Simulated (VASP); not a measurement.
# Cd4SbO (F-43m) in VASP: notebook

Cd4SbO is run at these levels: PBE; tasks: single point, relaxation of cell and atoms.

Program: VASP 6.6.1. These are calculated values, not measurements. Logs are shortened: lines on timing, memory, paths and dates and some standing lists are left out, and cuts for length are marked.

### 1 The cell of the first run

Symmetry: F-43m, No. 216, cubic system. The conventional cell has a = 8.038 Å, b = 8.038 Å, c = 8.038 Å, α = 90.00°, β = 90.00°, γ = 90.00°. Cd (site symmetry 3m) has 1 O at 1.58 Å within 2.1 Å. Sb (site symmetry -43m) has 12 Cd at 3.36 Å and 6 O at 4.02 Å within 4.4 Å. O (site symmetry -43m) has 4 Cd at 1.58 Å within 2.1 Å.

The cell was generated, and may not be a known phase.

### 2 Single point, PBE

The input, INCAR:

```
  PREC = Accurate
  ENCUT = 520
  EDIFF = 1E-6
  ISMEAR = 0
  SIGMA = 0.1
  LREAL = F
  LASPH = T
  NELM = 60
  ALGO = Normal
  ISIF = 2
  LWAVE = F
  LCHARG = F
  GGA = PE
  NBANDS = 38
```

The input, KPOINTS:

```
regular mesh
0
Gamma
  4 4 4
```

The input, POSCAR:

```
Cd4SbO
1.0
    0.0000000000      4.0187607000      4.0187607000
    4.0187607000      0.0000000000      4.0187607000
    4.0187607000      4.0187607000      0.0000000000
Cd Sb O
4 1 1
Direct
    0.1362836300      0.1362836300      0.1362836300
    0.1362836300      0.1362836300      0.5911491200
    0.1362836300      0.5911491200      0.1362836300
    0.5911491200      0.1362836300      0.1362836300
    0.7500000000      0.7500000000      0.7500000000
    0.2500000000      0.2500000000      0.2500000000
```

Potentials or basis: VASP PAW PBE potentials, release 64 (Cd, Sb, O).

The run is started by

```
cat potpaw_PBE.64/Cd/POTCAR potpaw_PBE.64/Sb/POTCAR potpaw_PBE.64/O/POTCAR > POTCAR
mpirun -np 1 vasp_std > vasp.out
```

OUTCAR:

```text
PREC = Accurate
   ENCUT = 520
   EDIFF = 1E-6
   ISMEAR = 0
   LREAL = F
   LASPH = T
   NELM = 60
   ISIF = 2
   GGA = PE

 ion  position               nearest neighbor table
   1  0.136  0.136  0.136-   6 1.58   3 2.59   4 2.59   2 2.59   2 3.10   3 3.10   4 3.10   5 3.36
                             5 3.36   5 3.36
   2  0.136  0.136  0.591-   6 1.58   3 2.59   4 2.59   1 2.59   1 3.10   3 3.10   4 3.10   5 3.36
                             5 3.36   5 3.36
   3  0.136  0.591  0.136-   6 1.58   2 2.59   4 2.59   1 2.59   1 3.10   2 3.10   4 3.10   5 3.36
                             5 3.36   5 3.36
   4  0.591  0.136  0.136-   6 1.58   2 2.59   3 2.59   1 2.59   2 3.10   3 3.10   1 3.10   5 3.36
                             5 3.36   5 3.36
   5  0.750  0.750  0.750-   3 3.36   4 3.36   2 3.36   4 3.36   2 3.36   3 3.36   1 3.36   1 3.36
                             1 3.36   2 3.36   3 3.36   4 3.36
   6  0.250  0.250  0.250-   1 1.58   2 1.58   3 1.58   4 1.58

  LATTYP: Found a face centered cubic cell.
 ALAT       =     8.0375214000

  Lattice vectors:

 A1 = (   0.0000000000,   4.0187607000,   4.0187607000)
 A2 = (   4.0187607000,   0.0000000000,   4.0187607000)
 A3 = (   4.0187607000,   4.0187607000,   0.0000000000)

Analysis of symmetry for initial positions (statically):
=====================================================================
 Subroutine PRICEL returns:
 Original cell was already a primitive cell.

 Routine SETGRP: Setting up the symmetry group for a
 face centered cubic supercell.

 Subroutine GETGRP returns: Found 24 space group operations
 (whereof 24 operations were pure point group operations)
 out of a pool of 48 trial point group operations.

The static configuration has the point symmetry T_d .

Analysis of symmetry for dynamics (positions and initial velocities):
=====================================================================
 Subroutine PRICEL returns:
 Original cell was already a primitive cell.

 Routine SETGRP: Setting up the symmetry group for a
 face centered cubic supercell.

 Subroutine GETGRP returns: Found 24 space group operations
 (whereof 24 operations were pure point group operations)
 out of a pool of 48 trial point group operations.

The dynamic configuration has the point symmetry T_d .

 Subroutine INISYM returns: Found 24 space group operations
 (whereof 24 operations are pure point group operations),
 and found     1 'primitive' translations

----------------------------------------------------------------------------------------

                                     Primitive cell

  volume of cell :     129.8095

  direct lattice vectors                    reciprocal lattice vectors
     0.000000000  4.018760700  4.018760700    -0.124416465  0.124416465  0.124416465
     4.018760700  0.000000000  4.018760700     0.124416465 -0.124416465  0.124416465
     4.018760700  4.018760700  0.000000000     0.124416465  0.124416465 -0.124416465

  length of vectors
     5.683385886  5.683385886  5.683385886     0.215495639  0.215495639  0.215495639

  position of ions in fractional coordinates (direct lattice)
     0.136283630  0.136283630  0.136283630
     0.136283630  0.136283630  0.591149120
     0.136283630  0.591149120  0.136283630
     0.591149120  0.136283630  0.136283630
     0.750000000  0.750000000  0.750000000
     0.250000000  0.250000000  0.250000000

  ion indices of the primitive-cell ions
   primitive index   ion index
                 1           1
                 2           2
                 3           3
                 4           4
                 5           5
                 6           6

----------------------------------------------------------------------------------------

 KPOINTS: regular mesh

Automatic generation of k-mesh.
 Grid dimensions read from file:
 generate k-points for:    4    4    4

 Generating k-lattice:

  Cartesian coordinates                     Fractional coordinates (reciprocal lattice)
    -0.031104116  0.031104116  0.031104116     0.250000000  0.000000000  0.000000000
     0.031104116 -0.031104116  0.031104116     0.000000000  0.250000000  0.000000000
     0.031104116  0.031104116 -0.031104116     0.000000000  0.000000000  0.250000000

  Length of vectors
     0.053873910  0.053873910  0.053873910

  Shift w.r.t. Gamma in fractional coordinates (k-lattice)
     0.000000000  0.000000000  0.000000000

 Subroutine IBZKPT returns following result:
 ===========================================

 Found      8 irreducible k-points:

 Following reciprocal coordinates:
            Coordinates               Weight
  0.000000  0.000000  0.000000      1.000000
  0.250000  0.000000  0.000000      8.000000
  0.500000  0.000000  0.000000      4.000000
  0.250000  0.250000  0.000000      6.000000
  0.500000  0.250000  0.000000     24.000000
 -0.250000  0.250000  0.000000     12.000000
  0.500000  0.500000  0.000000      3.000000
 -0.250000  0.500000  0.250000      6.000000
   k-points           NKPTS =      8   k-points in BZ     NKDIM =      8   number of bands    NBANDS=     38
   number of dos      NEDOS =    301   number of ions     NIONS =      6
   total plane-waves  NPLWV =  74088
   dimension x,y,z NGX =    42 NGY =   42 NGZ =   42
   dimension x,y,z NGXF=    84 NGYF=   84 NGZF=   84
   ions per type =               4   1   1
   NGX,Y,Z   is equivalent  to a cutoff of  12.29, 12.29, 12.29 a.u.
   NGXF,Y,Z  is equivalent  to a cutoff of  24.57, 24.57, 24.57 a.u.
 SYSTEM =  unknown system
   PREC   = accura    normal or accurate (medium, high low for compatibility)
   ISTART =      0    job   : 0-new  1-cont  2-samecut
   ICHARG =      2    charge: 1-file 2-atom 10-const
   ISPIN  =      1    spin polarized calculation?
   LNONCOLLINEAR =      F non collinear calculations
   LSORBIT =      F    spin-orbit coupling
   LASPH  =      T    aspherical Exc in radial PAW
   ENCUT  =  520.0 eV  38.22 Ry    6.18 a.u.  10.57 10.57 10.57*2*pi/ulx,y,z
   NELM   =     60;   NELMIN=  2; NELMDL= -5     # of ELM steps
   EDIFF  = 0.1E-05   stopping-criterion for ELM
   LREAL  =      F    real-space projection
   EDIFFG = 0.1E-04   stopping-criterion for IOM
   NSW    =      0    number of steps for IOM
   IBRION =     -1    ionic relax: 0-MD 1-quasi-New 2-CG
   NFREE  =      0    steps in history (QN), initial steepest desc. (CG)
   ISIF   =      2    stress and relaxation
   ISYM   =      2    0-nonsym 1-usesym 2-fastsym
   POTIM  = 0.5000    time-step for ionic-motion
   TEBEG  =    0.0;   TEEND  =   0.0 temperature during run
   PSTRESS=    0.0 pullay stress
   NELECT =      59.0000    total number of electrons
   NUPDOWN=      -1.0000    fix difference up-down
   EMIN   =  10.00;   EMAX   =-10.00  energy-range for DOS
   EFERMI =   0.00;   METHOD = LEGACY
   ISMEAR =     0;   SIGMA  =   0.10  broadening in eV -4-tet -1-fermi 0-gaus
   EFERMI_NEDOS =   21; number of points for ismear=-14 and -15
   IALGO  =     38    algorithm
   IMIX   =      4    mixing-type and parameters
     AMIX     =   0.40;   BMIX     =  1.00
     AMIX_MAG =   1.60;   BMIX_MAG =  1.00
  volume/ion in A,a.u.               =      21.63       146.00
  Fermi-wavevector in a.u.,A,eV,Ry     =   1.258703  2.378604 21.556171  1.584334
  Thomas-Fermi vector in A             =   2.392300
   LORBIT       =      0    0 simple, 1 ext, 2 COOP (PROOUT), +10 PAW based schemes
   GGA     = PE    functional components
   LHFCALC =     F    Hartree Fock is set to
   AEXX    =    0.0000 exact exchange contribution
   IVDW    =     0    specifies the selected vdW correction
   LEPSILON=     F    determine dielectric tensor
   LRPA    =     F    only Hartree local field effects (RPA)
 non-spin polarized calculation
 Gauss-broadening in eV      SIGMA  =   0.10
  energy-cutoff  :      520.00
  volume of cell :      129.81
 maximum number of plane-waves:      3512
   NGX = 21   NGY = 21   NGZ = 21

 number of electron      58.9999991 magnetization

 Free energy of the ion-electron system (eV)
  ---------------------------------------------------
  ext. energy  EPLUGINS =         0.00000000
  ---------------------------------------------------
  free energy    TOTEN  =        11.13399830 eV

  energy without entropy =       11.16427244  energy(sigma->0) =       11.14913537

 E-fermi :   4.6829     XC(G=0): -10.1414

 val. band max:        4.6491138830   @ k =   0.5000   0.2500   0.0000
 cond. band min:       4.7162203559   @ k =  -0.2500   0.5000   0.2500
 fundamental gap:      0.0671064729
 Fermi energy:         4.6828874097

 k-point     1 :       0.0000    0.0000    0.0000
  band No.  band energies     occupation
      1     -23.6213      2.00000
      2     -11.9564      2.00000
      3     -11.9564      2.00000
      4     -11.9564      2.00000
      5      -7.2469      2.00000
      6      -7.2469      2.00000
[... 30 lines left out ...]
     37       8.0137      0.00000
     38       8.0137      0.00000

 k-point     2 :       0.2500    0.0000    0.0000
  band No.  band energies     occupation
      1     -23.6135      2.00000
      2     -11.9595      2.00000
      3     -11.9285      2.00000
      4     -11.9285      2.00000
      5      -7.1849      2.00000
      6      -7.1849      2.00000
[... 30 lines left out ...]
     37       9.0698      0.00000
     38       9.0698      0.00000

 k-point     3 :       0.5000    0.0000    0.0000
  band No.  band energies     occupation
      1     -23.6056      2.00000
      2     -11.9625      2.00000
      3     -11.9002      2.00000
      4     -11.9002      2.00000
      5      -7.1146      2.00000
      6      -7.1146      2.00000
[... 30 lines left out ...]
     37       9.2667      0.00000
[... 125 lines left out ...]
 k-point     7 :       0.5000    0.5000    0.0000
  band No.  band energies     occupation
      1     -23.6004      2.00000
      2     -12.0075      2.00000
      3     -11.8584      2.00000
      4     -11.8584      2.00000
      5      -7.2113      2.00000
      6      -6.8909      2.00000
[... 30 lines left out ...]
     37       9.6290      0.00000
     38       9.6290      0.00000

 k-point     8 :      -0.2500    0.5000    0.2500
  band No.  band energies     occupation
      1     -23.6004      2.00000
      2     -11.9848      2.00000
      3     -11.8830      2.00000
      4     -11.8585      2.00000
      5      -7.1560      2.00000
      6      -6.9879      2.00000
[... 30 lines left out ...]
     37       9.8681      0.00000
     38      10.1748      0.00000

------------------------ aborting loop because EDIFF is reached ----------------------------------------

  FORCE on cell =-STRESS in cart. coord.  units (eV):
  Direction    XX          YY          ZZ          XY          YZ          ZX
  --------------------------------------------------------------------------------------
  -------------------------------------------------------------------------------------
  Total       68.5248739     68.5248739     68.5248739      0.0000000      0.0000000      0.0000000
  in kB      845.7702257    845.7702257    845.7702257      0.0000000      0.0000000      0.0000000
  external PRESSURE =     845.7702257 kB  Pullay stress =       0.0000000 kB

 VOLUME and BASIS-vectors are now :
 -----------------------------------------------------------------------------
  energy-cutoff  :      520.00
  volume of cell :      129.81
      direct lattice vectors                 reciprocal lattice vectors
     0.000000000  4.018760700  4.018760700    -0.124416465  0.124416465  0.124416465
     4.018760700  0.000000000  4.018760700     0.124416465 -0.124416465  0.124416465
     4.018760700  4.018760700  0.000000000     0.124416465  0.124416465 -0.124416465

 POSITION                                       TOTAL-FORCE (eV/Angst)
 -----------------------------------------------------------------------------------
      1.09538      1.09538      1.09538       -18.787904    -18.787904    -18.787904
      2.92338      2.92338      1.09538        18.787904     18.787904    -18.787904
      2.92338      1.09538      2.92338        18.787904    -18.787904     18.787904
      1.09538      2.92338      2.92338       -18.787904     18.787904     18.787904
      6.02814      6.02814      6.02814        -0.000000     -0.000000     -0.000000
      2.00938      2.00938      2.00938        -0.000000     -0.000000     -0.000000
 -----------------------------------------------------------------------------------
    total drift:                               -0.000026     -0.000026     -0.000025

  FREE ENERGIE OF THE ION-ELECTRON SYSTEM (eV)
  ---------------------------------------------------
  free  energy   TOTEN  =        11.1339982952 eV

  energy  without entropy=       11.1642724369  energy(sigma->0) =       11.14913537
```

Wall time 24 s (1 thread of Intel Xeon 6975P-C (Granite Rapids), shared host); peak memory 0.26 GiB.

What came out:

| Quantity | Value |
| --- | --- |
| Free energy | 11.1340 eV |
| Pressure | 84.6 GPa |
| Largest force | 32.542 eV/Å |
| Band gap on the k mesh | zero (an odd number of electrons rules out a gap without spin polarisation) |

Forces in eV/Å, atoms in the order of the input:
```
Cd  -18.788 -18.788 -18.788
Cd   18.788  18.788 -18.788
Cd   18.788 -18.788  18.788
Cd  -18.788  18.788  18.788
Sb    0.000   0.000   0.000
O     0.000   0.000   0.000
```

Caveat: the cell stands under pressure; spin-orbit coupling is left out, which moves the levels of the heavy elements; forces of over 1 eV/Å act on the atoms, so gaps and moduli don't describe the material at rest.

### 3 Single point, PBE

This run uses another cell than the first one, of 30.18 Å³/atom.

The input, INCAR:

```
PREC = Accurate ; ENCUT = 520
EDIFF = 1E-6 ; ISMEAR = 0
SIGMA = 0.1 ; LREAL = False
LASPH = True ; NELM = 100
ALGO = Normal ; ISIF = 2
LWAVE = False ; LCHARG = False
GGA = PE ; NBANDS = 38
```

The input, KPOINTS:

```
regular mesh
0
Gamma
  8 8 8
```

The input, POSCAR:

```
Cd4SbO
1.0
    0.0000000000      4.4901053158      4.4901053158
    4.4901053158      0.0000000000      4.4901053158
    4.4901053158      4.4901053158      0.0000000000
Cd Sb O
4 1 1
Direct
    0.8879590336      0.3361228993      0.8879590336
    0.8879590336      0.8879590336      0.8879590336
    0.3361228993      0.8879590336      0.8879590336
    0.8879590336      0.8879590336      0.3361228993
    0.2500000000      0.2500000000      0.2500000000
    0.7500000000      0.7500000000      0.7500000000
```

Potentials or basis: VASP PAW PBE potentials, release 64 (Cd, Sb, O).

The run is started by

```
cat potpaw_PBE.64/Cd/POTCAR potpaw_PBE.64/Sb/POTCAR potpaw_PBE.64/O/POTCAR > POTCAR
mpirun -np 1 vasp_std > vasp.out
```

It took 1.8 min on 1 thread of Intel Xeon 6975P-C (Granite Rapids), shared host; peak memory 0.42 GiB.

Results (log left out):

- Free energy: -12.1519 eV
- Pressure: 0.4 GPa
- Largest force: 0.071 eV/Å
- Band gap on the k mesh: zero (an odd number of electrons rules out a gap without spin polarisation)

Forces in eV/Å, atoms in the order of the input:
```
Cd  -0.041  0.041 -0.041
Cd   0.041  0.041  0.041
Cd   0.041 -0.041 -0.041
Cd  -0.041 -0.041  0.041
Sb   0.000  0.000  0.000
O    0.000  0.000  0.000
```

Levels at points of the mesh, in eV from the Fermi level:
| k point | band 26 | band 27 | band 28 | band 29 | band 30 | band 31 | band 32 | band 33 | band 34 | band 35 |
| --- | --- | --- | --- | --- | --- | --- | --- | --- | --- | --- |
| (0.00, 0.00, 0.00) | -4.53 | -1.40 | -1.40 | -1.40 | 0.03 | 0.03 | 0.03 | 1.67 | 1.67 | 1.73 |
| (0.50, 0.00, 0.00) | -4.54 | -1.88 | -1.88 | -1.88 | 0.74 | 0.74 | 1.43 | 2.20 | 2.81 | 2.81 |
| (0.50, 0.50, 0.00) | -4.13 | -1.72 | -1.72 | -1.68 | -0.75 | 2.04 | 2.04 | 2.18 | 2.57 | 3.87 |

Caveat: spin-orbit coupling is left out, which moves the levels of the heavy elements.

### 4 Relaxation of cell and atoms, PBE

This run uses another cell than the first one, of 29.98 Å³/atom.

The input, INCAR:

```
PREC = Accurate
ENCUT = 600
EDIFF = 1E-6
ISMEAR = 0
SIGMA = 0.1
LREAL = F
LASPH = T
NELM = 100
ALGO = Normal
ISIF = 3
LWAVE = F
LCHARG = F
GGA = PE
IBRION = 2
NSW = 100
EDIFFG = -0.01
```

KPOINTS is that of step 3.

The input, POSCAR:

```
Cd4SbO
1.0
    0.0000000000      4.4805887749      4.4805887749
    4.4805887749      0.0000000000      4.4805887749
    4.4805887749      4.4805887749      0.0000000000
Cd Sb O
4 1 1
Direct
    0.8880217307      0.3359348078      0.8880217307
    0.8880217307      0.8880217307      0.8880217307
    0.3359348078      0.8880217307      0.8880217307
    0.8880217307      0.8880217307      0.3359348078
    0.2500000000      0.2500000000      0.2500000000
    0.7500000000      0.7500000000      0.7500000000
```

The run is started by

```
cat potpaw_PBE.64/Cd/POTCAR potpaw_PBE.64/Sb/POTCAR potpaw_PBE.64/O/POTCAR > POTCAR
mpirun -np 1 vasp_std > vasp.out
```

It took 8.8 min on 1 thread of Intel Xeon 6975P-C (Granite Rapids), shared host; peak memory 0.54 GiB.

Results (log left out):

- Free energy: -12.1538 eV
- Relaxed volume: 30.42 Å³/atom
- Relaxed cell: a = 6.367 Å, b = 6.367 Å, c = 6.367 Å, α = 60.00°, β = 60.00°, γ = 60.00°
- Space group after relaxing (to 0.1 Å): F-43m (No. 216)
- Energy gained by relaxing: 0.8 meV/atom
- Ionic steps: 4
- Pressure after relaxing: 0.0 GPa
- Band gap on the k mesh: zero (an odd number of electrons rules out a gap without spin polarisation)

Step by step:
```
step  energy change (eV)  largest force (eV/Å)  pressure (GPa)  volume (Å³)
   1              0.0000                0.0622            0.60       179.90
   2             -0.0048                0.0417           -0.08       182.84
   3             -0.0049                0.0271            0.02       182.40
   4             -0.0050                0.0004            0.00       182.52
```

Final structure:
```
CELL_PARAMETERS angstrom
0.00000 4.50225 4.50225
4.50225 0.00000 4.50225
4.50225 4.50225 0.00000
ATOMIC_POSITIONS crystal
Cd 0.88811 0.33568 0.88811
Cd 0.88811 0.88811 0.88811
Cd 0.33568 0.88811 0.88811
Cd 0.88811 0.88811 0.33568
Sb 0.25000 0.25000 0.25000
O 0.75000 0.75000 0.75000
```

Levels at points of the mesh, in eV from the Fermi level:
| k point | band 27 | band 28 | band 29 | band 30 | band 31 | band 32 | band 33 | band 34 |
| --- | --- | --- | --- | --- | --- | --- | --- | --- |
| (0.00, 0.00, 0.00) | -1.39 | -1.39 | -1.39 | 0.03 | 0.03 | 0.03 | 1.69 | 1.69 |
| (0.50, 0.00, 0.00) | -1.86 | -1.86 | -1.86 | 0.73 | 0.73 | 1.41 | 2.20 | 2.81 |
| (0.50, 0.50, 0.00) | -1.70 | -1.70 | -1.68 | -0.73 | 2.01 | 2.01 | 2.18 | 2.57 |

Caveat: spin-orbit coupling is left out, which moves the levels of the heavy elements.

### 5 Overview

| task | cell | k mesh | cutoff (eV) | gap on the mesh (eV) | pressure (GPa) | largest force (eV/Å) |
| --- | --- | --- | --- | --- | --- | --- |
| single point | a = 5.683 Å, angles 60.0°, 6 atoms, atomic positions A | 4 × 4 × 4 | 520 | none | 84.6 | 32.54 |
| single point | a = 6.350 Å, angles 60.0°, 6 atoms, atomic positions B | 8 × 8 × 8 | 520 | none | 0.4 | 0.07 |
| relaxation of cell and atoms | relaxed from a = 6.337 Å, angles 60.0°, 6 atoms, atomic positions C | 8 × 8 × 8 | 600 | none | 0.0 | - |

Alike in all rows: level PBE; potentials or basis VASP PAW PBE potentials, release 64 (Cd, Sb, O); no spin polarisation; smearing gaussian 0.1 eV.

Caveats: spin-orbit coupling is left out, which moves the levels of the heavy elements; the cell stands under pressure (at least some runs); forces of over 1 eV/Å act on the atoms, so gaps and moduli don't describe the material at rest (at least some runs).

Total energies depend on the potentials used, so only differences within one code and one set of settings carry meaning.

The gap in the log of VASP goes by the Fermi energy; the results here count the filled bands.